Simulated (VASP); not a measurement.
**Si: density of states with PBEsol**

Si:

```
Si
1.0
     0.00000    2.71615    2.71615
     2.71615    0.00000    2.71615
     2.71615    2.71615    0.00000
Si
2
Direct
  0.50000 0.50000 0.50000
  0.75000 0.75000 0.75000
```

| Quantity | Value |
| --- | --- |
| Program | VASP 6.6.1 |
| Task | density of states |
| Functional | PBEsol |
| Potentials or basis | VASP PAW PBE potentials, release 64 (Si) |
| Cutoff | 520 eV |
| k mesh | 14 × 14 × 14 |
| Occupations | gaussian, width 0.05 eV |
| Spin | no spin polarisation |
| Dipole correction | no |
| k mesh for the DOS | 21 × 21 × 21 |
| Occupations for the DOS | tetrahedron |
| Further INCAR settings | ALGO = Normal; EDIFF = 1e-06; NBANDS = 11 |

```
Valence electrons inside the program's atomic spheres : Si 1.69
```

Levels at points of the mesh, in eV from the valence-band top:
```tsv
k point	band 1	band 2	band 3	band 4	band 5	band 6	band 7	band 8	band 9
(0.00, 0.00, 0.00)	-11.98	0.00	0.00	0.00	2.52	2.52	2.52	3.31	7.69
```

Run time: 100 s on 1 thread of Intel(R) Xeon(R) Platinum 8259CL CPU @ 2.50GHz (Skylake/Cascade Lake), on a shared host, peak memory 0.22 GiB.
